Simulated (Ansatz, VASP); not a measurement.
## Two plane-wave programs on MgCdTe3

```
CELL_PARAMETERS angstrom
3.38974 1.95707 4.52885
-3.38974 1.95707 4.52885
0.00000 -3.91413 4.52885
ATOMIC_POSITIONS crystal
Mg 0.00000 0.00000 0.00000
Cd 0.50000 0.50000 0.50000
Te 0.50000 0.50000 0.00000
Te 0.00000 0.50000 0.50000
Te 0.50000 0.00000 0.50000
```

Alike in both runs: functional PBE; k mesh 3 × 3 × 3; occupations gaussian, width 0.1 eV; no spin polarisation.

Ansatz relaxed the structure, and its values are those at the end. VASP's run is a single point on that final structure, the one shown.

|  | VASP | Ansatz |
| --- | --- | --- |
| version | VASP 6.6.1 | Ansatz 0.2.0 |
| potentials or method | VASP PAW PBE potentials, release 64 (Mg, Cd, Te), cutoff 520 eV | scalar-relativistic, plane waves, PAW |
| valence electrons in the cell | 32 | 78 |

|  | VASP | Ansatz | Ansatz less VASP |
| --- | --- | --- | --- |
| gap on the k mesh at the Fermi level (eV) | none | none | - |
| pressure (GPa) | 0.0 | -0.1 | -0.06 |

A gap of «none» marks a metal or a gap that the smearing closes. VASP's potentials hold 32 valence electrons a cell and Ansatz's 78, so a difference there can come from the potentials and not from the codes.

The k mesh is coarse, so the values compare programs but aren't converged. Neither program's run includes spin-orbit coupling.
